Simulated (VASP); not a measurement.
Set up this calculation in VASP 6.6.1, as the native input.

* Task: single point
* Functional: PBEsol
* Potentials or basis: VASP PAW PBE potentials, release 64 (Na_pv, H)
* Cutoff: 520 eV
* k mesh: 2 × 2 × 2, shifted
* Occupations: fermi-dirac, width 0.0689 eV
* Spin: no spin polarisation
* Dipole correction: no
* Further INCAR settings: LREAL = Auto; ALGO = Normal; EDIFF = 1e-06; NBANDS = 46

The structure of NaH lies in POSCAR:

```
NaH
1.0
   -4.9123188227     -4.9123188227      0.0000000000
    0.0000000000     -4.9123188227      4.9123188227
   -4.9123188227      0.0000000000      4.9123188227
Na H
8 8
Direct
    0.4530927410     -0.0271244609      0.0455794927
   -0.1106182273      0.0722430715      0.0616187611
    0.4123476250      0.4925830524      0.1153709725
   -0.0349108041      0.4748280973      0.1254385194
    0.5046356089     -0.0422814576      0.6273507708
    0.0328399898     -0.0332825506      0.5630738964
    0.5467635748      0.4591204442      0.5599050264
    0.0237369569      0.5085051663      0.5717787467
    0.7407491515      0.2023248156      0.3553503066
    0.2293436238      0.1631681552      0.3762610015
    0.7746639901      0.7096065271      0.3728867295
    0.2608366937      0.7110126859      0.3380165376
    0.6917954886      0.1351337370      0.8428640627
    0.0997274439      0.3128441079      0.8613502406
    0.6793155372      0.6429636622      0.9492654423
    0.1953951962      0.7355260581      0.8685758506
```

This cell differs from its parent crystal: dynamics (nvt langevin) at 800 K, volume x 1.02, from the last frame before.

These files were run (other wordings do the same):

INCAR

```
SYSTEM = NaH
  PREC = Accurate
  ENCUT = 520
  EDIFF = 1E-6
  ISMEAR = -1
  SIGMA = 0.0689
  LREAL = Auto
  LASPH = .True.
  NELM = 60
  ALGO = Normal
  ISIF = 2
  LWAVE = .False.
  LCHARG = .False.
  GGA = PS
  NBANDS = 46
```

KPOINTS

```
Automatic mesh
0
Gamma
  2 2 2
  0.5 0.5 0.5
```

Potentials or basis: VASP PAW PBE potentials, release 64 (Na_pv, H).

Run with:

```sh
$ cat potpaw_PBE.64/Na_pv/POTCAR potpaw_PBE.64/H/POTCAR > POTCAR
$ mpirun -np 1 vasp_std > vasp.out
```

It gave:

* Pressure: 0.5 GPa
* Largest force: 1.153 eV/Å
* Band gap on the k mesh: 3.18 eV (least direct gap 3.33 eV)

Caveat: the k points lie up to 0.55 Å⁻¹ apart; the atoms stand as in a frame of molecular dynamics; the PAW data sets were made with another functional, which shifts forces and pressure a little; a shifted mesh leaves out Γ, where band edges can lie.

Run time: 4.6 min on 1 thread of Intel(R) Xeon(R) 6975P-C (Granite Rapids), with other jobs on the host, peak memory 0.41 GiB.
